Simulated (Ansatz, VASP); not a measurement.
**One calculation of Rb2NaAs6Rh, two programs**

The input INCAR:

```
SYSTEM = Rb2NaAs6Rh
  PREC = Accurate
  ENCUT = 520
  EDIFF = 1E-7
  ISMEAR = -1
  SIGMA = 0.1
  LREAL = .FALSE.
  LASPH = .TRUE.
  NELM = 80
  ALGO = Normal
  ISIF = 2
  LWAVE = .FALSE.
  LCHARG = .FALSE.
  GGA = PE
  NBANDS = 46
```

The input KPOINTS:

```
Automatic mesh
0
G
  6 6 6
  0 0 0
```

The input POSCAR:

```
Rb2NaAs6Rh
1.0
    0.0000000000      4.6615430000      4.6615430000
    4.6615430000      0.0000000000      4.6615430000
    4.6615430000      4.6615430000      0.0000000000
Na Rh Rb As
1 1 2 6
Direct
    0.5000000000      0.5000000000      0.5000000000
    0.0000000000      0.0000000000      0.0000000000
    0.2500000000      0.2500000000      0.2500000000
    0.7500000000      0.7500000000      0.7500000000
    0.7660000000      0.2340000000      0.2340000000
    0.2340000000      0.7660000000      0.2340000000
    0.2340000000      0.7660000000      0.7660000000
    0.7660000000      0.2340000000      0.7660000000
    0.2340000000      0.2340000000      0.7660000000
    0.7660000000      0.7660000000      0.2340000000
```

Input for Ansatz:

```yaml
crystal:
  lattice:
    - [0.0, 4.661543, 4.661543]
    - [4.661543, 0.0, 4.661543]
    - [4.661543, 4.661543, 0.0]
  atoms:
    - { symbol: Na, position: [0.5, 0.5, 0.5] }
    - { symbol: Rh, position: [0.0, 0.0, 0.0] }
    - { symbol: Rb, position: [0.25, 0.25, 0.25] }
    - { symbol: Rb, position: [0.75, 0.75, 0.75] }
    - { symbol: As, position: [0.766, 0.234, 0.234] }
    - { symbol: As, position: [0.234, 0.766, 0.234] }
    - { symbol: As, position: [0.234, 0.766, 0.766] }
    - { symbol: As, position: [0.766, 0.234, 0.766] }
    - { symbol: As, position: [0.234, 0.234, 0.766] }
    - { symbol: As, position: [0.766, 0.766, 0.234] }
  symmetry: { tolerance: 0.0003 }
kpoints:
  mp_grid: { grid: [6, 6, 6], shift: [0, 0, 0] }
  band_path:
    path:
      - [0.0, 0.0, 0.0]
      - [0.5, 0.0, 0.5]
      - [0.625, 0.25, 0.625]
      - [0.375, 0.375, 0.75]
      - [0.0, 0.0, 0.0]
      - [0.5, 0.5, 0.5]
      - [0.5, 0.25, 0.75]
      - [0.5, 0.0, 0.5]
    npoints: 8
magnetization:
  spin_polarized: false
scf:
  occupations: { method: fermi_dirac }
  lower_state_search: "off"
  max_iter: 200
hamiltonian:
  pseudopotentials: { kind: paw }
  xc: pbe
basis:
  ecutwfc: 420
  fft_grid_basis: typed
output:
  forces: true
  stress: true
  eigenvalues: true
  bader: true
  populations: true
  elf: true
  write_potential: true
  volumetric_format: npy
  dos:
    e_range: [-12, 8]
    de: 0.05
    projected: { site_lists: { As: [As], Na: [Na], Rb: [Rb], Rh: [Rh] } }
checkpoint:
  read: saved_state
```

Alike in both runs: task single point; functional PBE; k mesh 6 × 6 × 6; no spin polarisation.

|  | VASP | Ansatz |
| --- | --- | --- |
| version | VASP 6.6.1 | Ansatz 0.2.0 |
| potentials or method | VASP PAW PBE potentials, release 64 (Na_pv, Rh_pv, Rb_sv, As), cutoff 520 eV | PAW plane waves |
| occupations | fermi-dirac, width 0.1 eV | fermi-dirac |
| valence electrons in the cell | 70 | 134 |

```tsv
	VASP	Ansatz	Ansatz less VASP
pressure (GPa)	27.7	27.3	-0.39
rms of the force components (eV/Å)	1.765	1.738	-0.0274
```

Atom by atom the forces differ by 0.027 eV/Å (rms over components). VASP's potentials hold 70 valence electrons a cell and Ansatz's 134, so a difference there can come from the potentials and not from the codes.
